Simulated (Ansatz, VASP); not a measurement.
# V: VASP beside Ansatz

```
V
1.0
     2.61054    0.00000    0.00000
    -1.30527    2.26080    0.00000
     0.00000    0.00000    9.37701
V
4
Direct
  0.00000 0.00000 0.00000
  0.33333 0.66667 0.25000
  0.00000 0.00000 0.50000
  0.66667 0.33333 0.75000
```

Alike in both runs: task relaxation of cell and atoms; functional PBE; k mesh 18 × 18 × 5; occupations gaussian, width 0.1 eV; no spin polarisation.

|  | VASP | Ansatz |
| --- | --- | --- |
| version | VASP 6.6.1 | Ansatz 0.2.0 |
| potentials or method | VASP PAW PBE potentials, release 64 (V_sv), cutoff 600 eV | scalar-relativistic, plane waves, PAW |
| valence electrons in the cell | 52 | 52 |

Ansatz gave:

```
gap on the k mesh at the Fermi level, each at its own relaxed structure (eV)  : none
relaxed volume (Å³/atom)                                                      : 13.85
relaxed length of the cell vector where the two differ most in proportion (Å) : 9.200
```

**Question.** What did VASP give for the same quantities?

**Answer.** gap on the k mesh at the Fermi level, each at its own relaxed structure (eV): none; relaxed volume (Å³/atom): 13.86; relaxed length of the cell vector where the two differ most in proportion (Å): 9.208.

A gap of «none» marks a metal or a gap that the smearing closes.
